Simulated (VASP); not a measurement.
# KI in VASP: notebook, part 3 of 3

VASP 6.6.1. Earlier steps stand in the parts before.

## Step 4: Single point, r2SCAN (strain -0.080 along x and y, -0.040 along z)

Input file POSCAR:

```
KI
1.0
    0.0000000000      3.2425860000      3.3835680000
    3.2425860000      0.0000000000      3.3835680000
    3.2425860000      3.2425860000      0.0000000000
K I
1 1
Direct
    0.0000000000      0.0000000000      0.0000000000
    0.5000000000      0.5000000000      0.5000000000
```

Input file INCAR.step1:

```
ALGO = Normal ; EDIFF = 1E-4
ENCUT = 520 ; GGA = PE
ISMEAR = 0 ; LASPH = True
LCHARG = False ; LREAL = False
LWAVE = True ; NBANDS = 15
NELM = 80 ; PREC = Accurate
SIGMA = 0.05
```

Input file INCAR.step2:

```
ALGO = Normal ; EDIFF = 1E-7
ENCUT = 520 ; ISIF = 2
ISMEAR = 0 ; ISTART = 1
LASPH = True ; LCHARG = False
LMIXTAU = True ; LREAL = False
LWAVE = False ; METAGGA = R2SCAN
NBANDS = 15 ; NELM = 80
PREC = Accurate ; SIGMA = 0.05
```

Input file KPOINTS:

```
k-points
0
Gamma
  6 6 6
```

Potentials or basis: VASP PAW PBE potentials, release 64 (K_sv, I).

The run is started by

```bash
> cat potpaw_PBE.64/K_sv/POTCAR potpaw_PBE.64/I/POTCAR > POTCAR
> cp INCAR.step1 INCAR
> mpirun -np 1 vasp_std > vasp.out
> cp INCAR.step2 INCAR
> mpirun -np 1 vasp_std > vasp.out
```

OUTCAR:

```text
EDIFF = 1E-7
   ENCUT = 520
   ISIF = 2
   ISMEAR = 0
   ISTART = 1
   LASPH = True
   LREAL = False
   METAGGA = R2SCAN
   NELM = 80
   PREC = Accurate

 ion  position               nearest neighbor table
   1  0.000  0.000  0.000-   2 3.24   2 3.24   2 3.24   2 3.24   2 3.38   2 3.38
   2  0.500  0.500  0.500-   1 3.24   1 3.24   1 3.24   1 3.24   1 3.38   1 3.38

  LATTYP: Found a body centered tetragonal cell.
 ALAT       =     4.5857090984
 C/A-ratio  =     1.4757011086

  Lattice vectors:

 A1 = (  -3.2425860000,   0.0000000000,   3.3835680000)
 A2 = (   3.2425860000,   0.0000000000,   3.3835680000)
 A3 = (   0.0000000000,   3.2425860000,  -3.3835680000)

Analysis of symmetry for initial positions (statically):
=====================================================================
 Subroutine PRICEL returns:
 Original cell was already a primitive cell.

 Routine SETGRP: Setting up the symmetry group for a
 body centered tetragonal supercell.

 Subroutine GETGRP returns: Found 16 space group operations
 (whereof 16 operations were pure point group operations)
 out of a pool of 16 trial point group operations.

The static configuration has the point symmetry D_4h.

Analysis of symmetry for dynamics (positions and initial velocities):
=====================================================================
 Subroutine PRICEL returns:
 Original cell was already a primitive cell.

 Routine SETGRP: Setting up the symmetry group for a
 body centered tetragonal supercell.

 Subroutine GETGRP returns: Found 16 space group operations
 (whereof 16 operations were pure point group operations)
 out of a pool of 16 trial point group operations.

The dynamic configuration has the point symmetry D_4h.

 Subroutine INISYM returns: Found 16 space group operations
 (whereof 16 operations are pure point group operations),
 and found     1 'primitive' translations

----------------------------------------------------------------------------------------

                                     Primitive cell

  volume of cell :      71.1521

  direct lattice vectors                    reciprocal lattice vectors
     0.000000000  3.242586000  3.383568000    -0.154197915  0.154197915  0.147773002
     3.242586000  0.000000000  3.383568000     0.154197915 -0.154197915  0.147773002
     3.242586000  3.242586000  0.000000000     0.154197915  0.154197915 -0.147773002

  length of vectors
     4.686458831  4.686458831  4.585709098     0.263421438  0.263421438  0.263421438

  position of ions in fractional coordinates (direct lattice)
     0.000000000  0.000000000  0.000000000
     0.500000000  0.500000000  0.500000000

  ion indices of the primitive-cell ions
   primitive index   ion index
                 1           1
                 2           2

----------------------------------------------------------------------------------------

 KPOINTS: k-points

Automatic generation of k-mesh.
 Grid dimensions read from file:
 generate k-points for:    6    6    6

 Generating k-lattice:

  Cartesian coordinates                     Fractional coordinates (reciprocal lattice)
[... 41 lines left out ...]
 [... further k-points ...]
   k-points           NKPTS =     30   k-points in BZ     NKDIM =     30   number of bands    NBANDS=     15
   number of dos      NEDOS =    301   number of ions     NIONS =      2
   total plane-waves  NPLWV =  46656
   dimension x,y,z NGX =    36 NGY =   36 NGZ =   36
   dimension x,y,z NGXF=    72 NGYF=   72 NGZF=   72
   ions per type =               1   1
   NGX,Y,Z   is equivalent  to a cutoff of  12.77, 12.77, 13.05 a.u.
   NGXF,Y,Z  is equivalent  to a cutoff of  25.54, 25.54, 26.10 a.u.
 SYSTEM =  unknown system
   PREC   = accura    normal or accurate (medium, high low for compatibility)
   ISTART =      1    job   : 0-new  1-cont  2-samecut
   ICHARG =      0    charge: 1-file 2-atom 10-const
   ISPIN  =      1    spin polarized calculation?
   LNONCOLLINEAR =      F non collinear calculations
   LSORBIT =      F    spin-orbit coupling
   LASPH  =      T    aspherical Exc in radial PAW
   ENCUT  =  520.0 eV  38.22 Ry    6.18 a.u.   8.71  8.71  8.53*2*pi/ulx,y,z
   NELM   =     80;   NELMIN=  2; NELMDL=  0     # of ELM steps
   EDIFF  = 0.1E-06   stopping-criterion for ELM
   LREAL  =      F    real-space projection
   EDIFFG = 0.1E-05   stopping-criterion for IOM
   NSW    =      0    number of steps for IOM
   IBRION =     -1    ionic relax: 0-MD 1-quasi-New 2-CG
   NFREE  =      0    steps in history (QN), initial steepest desc. (CG)
   ISIF   =      2    stress and relaxation
   ISYM   =      2    0-nonsym 1-usesym 2-fastsym
   POTIM  = 0.5000    time-step for ionic-motion
   TEBEG  =    0.0;   TEEND  =   0.0 temperature during run
   PSTRESS=    0.0 pullay stress
   NELECT =      16.0000    total number of electrons
   NUPDOWN=      -1.0000    fix difference up-down
   EMIN   =  10.00;   EMAX   =-10.00  energy-range for DOS
   EFERMI =   0.00;   METHOD = LEGACY
   ISMEAR =     0;   SIGMA  =   0.05  broadening in eV -4-tet -1-fermi 0-gaus
   EFERMI_NEDOS =   21; number of points for ismear=-14 and -15
   IALGO  =     38    algorithm
   IMIX   =      4    mixing-type and parameters
     AMIX     =   0.40;   BMIX     =  1.00
     AMIX_MAG =   1.60;   BMIX_MAG =  1.00
  volume/ion in A,a.u.               =      35.58       240.08
  Fermi-wavevector in a.u.,A,eV,Ry     =   0.995525  1.881270 13.484327  0.991070
  Thomas-Fermi vector in A             =   2.127551
   LORBIT       =      0    0 simple, 1 ext, 2 COOP (PROOUT), +10 PAW based schemes
   METAGGA = R2SCAN    functional components
   LHFCALC =     F    Hartree Fock is set to
   AEXX    =    0.0000 exact exchange contribution
   IVDW    =     0    specifies the selected vdW correction
   LEPSILON=     F    determine dielectric tensor
   LRPA    =     F    only Hartree local field effects (RPA)
 non-spin polarized calculation
 Gauss-broadening in eV      SIGMA  =   0.05
  energy-cutoff  :      520.00
  volume of cell :       71.15
 maximum number of plane-waves:      1948
   NGX = 17   NGY = 17   NGZ = 17

 number of electron      15.9999999 magnetization

 Free energy of the ion-electron system (eV)
  ---------------------------------------------------
  ext. energy  EPLUGINS =         0.00000000
  ---------------------------------------------------
  free energy    TOTEN  =       -33.73914140 eV

  energy without entropy =      -33.73914140  energy(sigma->0) =      -33.73914140

 E-fermi :   0.7980     XC(G=0):  -8.4440

 val. band max:        0.5775533143   @ k =   0.0000   0.0000   0.0000
 cond. band min:       5.4413389296   @ k =   0.5000   0.0000   0.5000
 fundamental gap:      4.8637856153
 Fermi energy:         0.7980381888

 k-point     1 :       0.0000    0.0000    0.0000
  band No.  band energies     occupation
      1     -28.8246      2.00000
      2     -11.5821      2.00000
      3     -11.5821      2.00000
      4     -11.5659      2.00000
      5     -10.6786      2.00000
      6       0.5111      2.00000
      7       0.5776      2.00000
      8       0.5776      2.00000
      9       5.7913      0.00000
     10       7.2023      0.00000
     11       7.5036      0.00000
     12       7.5036      0.00000
     13       8.3302      0.00000
     14       8.5095      0.00000
[... 401 lines left out ...]
      2     -11.7832      2.00000
      3     -11.6451      2.00000
      4     -11.6060      2.00000
      5     -10.2523      2.00000
      6      -0.7904      2.00000
      7      -0.2111      2.00000
      8       0.0008      2.00000
      9       5.9987      0.00000
     10       8.1425      0.00000
     11       9.4985      0.00000
     12       9.7563      0.00000
     13      10.8089      0.00000
     14      11.0011      0.00000
     15      11.9939      0.00000

 [... further k-points ...]

------------------------ aborting loop because EDIFF is reached ----------------------------------------

  FORCE on cell =-STRESS in cart. coord.  units (eV):
  Direction    XX          YY          ZZ          XY          YZ          ZX
  --------------------------------------------------------------------------------------
  -------------------------------------------------------------------------------------
  Total        2.7077384      2.7077384      1.3383729      0.0000000     -0.0000000     -0.0000000
  in kB       60.9718499     60.9718499     30.1369859      0.0000000     -0.0000000     -0.0000000
  external PRESSURE =      50.6935619 kB  Pullay stress =       0.0000000 kB

 VOLUME and BASIS-vectors are now :
 -----------------------------------------------------------------------------
  energy-cutoff  :      520.00
  volume of cell :       71.15
      direct lattice vectors                 reciprocal lattice vectors
     0.000000000  3.242586000  3.383568000    -0.154197915  0.154197915  0.147773002
     3.242586000  0.000000000  3.383568000     0.154197915 -0.154197915  0.147773002
     3.242586000  3.242586000  0.000000000     0.154197915  0.154197915 -0.147773002

 POSITION                                       TOTAL-FORCE (eV/Angst)
 -----------------------------------------------------------------------------------
      0.00000      0.00000      0.00000         0.000000     -0.000000     -0.000000
      3.24259      3.24259      3.38357         0.000000      0.000000      0.000000
 -----------------------------------------------------------------------------------
    total drift:                                0.000000      0.000000      0.000000

  FREE ENERGIE OF THE ION-ELECTRON SYSTEM (eV)
  ---------------------------------------------------
  free  energy   TOTEN  =       -33.7391414044 eV

  energy  without entropy=      -33.7391414044  energy(sigma->0) =      -33.73914140
```

OSZICAR.step1:

```text
N       E                     dE             d eps       ncg     rms          rms(c)
DAV:   1     0.951499267752E+02    0.95150E+02   -0.67628E+03   900   0.937E+02
DAV:   2     0.205349566303E+00   -0.94945E+02   -0.86878E+02  1117   0.225E+02
DAV:   3    -0.504065251474E+01   -0.52460E+01   -0.52151E+01  1252   0.460E+01
DAV:   4    -0.532475074337E+01   -0.28410E+00   -0.28400E+00  1466   0.937E+00
DAV:   5    -0.532653271624E+01   -0.17820E-02   -0.17817E-02  1279   0.773E-01    0.497E+00
DAV:   6    -0.526373805103E+01    0.62795E-01   -0.72683E-02  1117   0.172E+00    0.340E+00
DAV:   7    -0.526351549161E+01    0.22256E-03   -0.11109E-01  1222   0.190E+00    0.740E-01
DAV:   8    -0.526489797149E+01   -0.13825E-02   -0.13639E-02  1020   0.838E-01    0.159E-01
DAV:   9    -0.526517808848E+01   -0.28012E-03   -0.54315E-04  1229   0.152E-01    0.810E-02
DAV:  10    -0.526535492145E+01   -0.17683E-03   -0.17209E-04  1067   0.719E-02    0.281E-02
DAV:  11    -0.526537315066E+01   -0.18229E-04   -0.21212E-05   828   0.336E-02
   1 F= -.52653732E+01 E0= -.52653732E+01  d E =-.224976E-14
```

It took 2 min on 1 thread of Intel Xeon 6975P-C, shared host; peak memory 0.23 GiB.

What came out:

- Free energy: -33.7391 eV
- Pressure: 5.1 GPa
- Band gap on the k mesh: 4.86 eV, indirect (least direct gap 5.21 eV)

Caveat: the cell differs from its parent crystal (strain -0.080 along x and y, -0.040 along z); the PAW data sets were made with another functional, which shifts forces and pressure a little; spin-orbit coupling is left out, which moves the levels of the heavy elements.

## Step 5: Single point, r2SCAN (strain -0.040 along x and y, +0.000 along z)

Input file POSCAR:

```
KI
1.0
    0.0000000000      3.3835680000      3.5245500000
    3.3835680000      0.0000000000      3.5245500000
    3.3835680000      3.3835680000      0.0000000000
K I
1 1
Direct
    0.0000000000      0.0000000000      0.0000000000
    0.5000000000      0.5000000000      0.5000000000
```

Input file INCAR.step1:

```
SYSTEM = KI
  PREC = Accurate
  ENCUT = 520
  ISMEAR = 0
  SIGMA = 0.05
  LREAL = .FALSE.
  LASPH = .TRUE.
  NELM = 60
  NBANDS = 15
  GGA = PE
  ALGO = Normal
  EDIFF = 1E-4
  LWAVE = .TRUE.
  LCHARG = .FALSE.
```

Input file INCAR.step2:

```
SYSTEM = KI
  PREC = Accurate
  ENCUT = 520
  EDIFF = 1E-6
  ISMEAR = 0
  SIGMA = 0.05
  LREAL = .FALSE.
  LASPH = .TRUE.
  NELM = 60
  ALGO = Normal
  ISIF = 2
  LWAVE = .FALSE.
  LCHARG = .FALSE.
  METAGGA = R2SCAN
  LMIXTAU = .TRUE.
  NBANDS = 15
  ISTART = 1
```

Input file KPOINTS:

```
Automatic mesh
0
G
  6 6 6
  0 0 0
```

The run is started by

```bash
> cat potpaw_PBE.64/K_sv/POTCAR potpaw_PBE.64/I/POTCAR > POTCAR
> cp INCAR.step1 INCAR
> mpirun -np 1 vasp_std > vasp.out
> cp INCAR.step2 INCAR
> mpirun -np 1 vasp_std > vasp.out
```

It took 82 s on 1 thread of Intel Xeon 6975P-C, shared host; peak memory 0.23 GiB.

Results (log left out):

```
Free energy            : -33.9327 eV
Pressure               : 1.7 GPa
Band gap on the k mesh : 4.83 eV, direct
```

Stress tensor (GPa, compression positive):
```
2.25 0.00 0.00
0.00 2.25 0.00
0.00 0.00 0.55
```

Levels at points of the mesh, in eV from the valence-band top:
```csv
k point,band 5,band 6,band 7,band 8,band 9,band 10,band 11,band 12
"(0.00, 0.00, 0.00)",-10.98,-0.03,0.00,0.00,4.83,6.81,7.07,7.07
"(0.50, 0.00, 0.00)",-10.53,-1.55,-0.44,-0.42,6.10,8.56,8.78,9.11
"(0.50, 0.50, 0.00)",-10.79,-1.22,-0.38,-0.38,5.23,6.72,8.83,9.82
"(0.50, 0.00, 0.50)",-10.77,-1.15,-0.48,-0.44,5.18,6.70,8.93,9.85
```

Caveat: the cell differs from its parent crystal (strain -0.040 along x and y, +0.000 along z); the PAW data sets were made with another functional, which shifts forces and pressure a little; spin-orbit coupling is left out, which moves the levels of the heavy elements. A k mesh can miss the band edges.

## Step 6: Overview

| cell | gap on the mesh (eV) | pressure (GPa) |
| --- | --- | --- |
| a = 5.184 Å, angles 60.0°, 2 atoms | 4.34 | -1.0 |
| a = 5.383 Å, angles 60.0°, 2 atoms | 4.12 | -1.6 |
| a = 4.686, b = 4.686, c = 4.586 Å, angles 60.7, 60.7, 58.6°, 2 atoms | 4.86 | 5.1 |
| a = 4.886, b = 4.886, c = 4.785 Å, angles 60.7, 60.7, 58.6°, 2 atoms | 4.83 | 1.7 |

Alike in all rows: task single point; level r2SCAN; potentials or basis VASP PAW PBE potentials, release 64 (K_sv, I); no spin polarisation; k mesh 6 × 6 × 6; cutoff (eV) 520; smearing gaussian 0.05 eV.

Caveats: the PAW data sets were made with another functional, which shifts forces and pressure a little; spin-orbit coupling is left out, which moves the levels of the heavy elements.

Absolute energies hang on the potentials; compare differences alone.
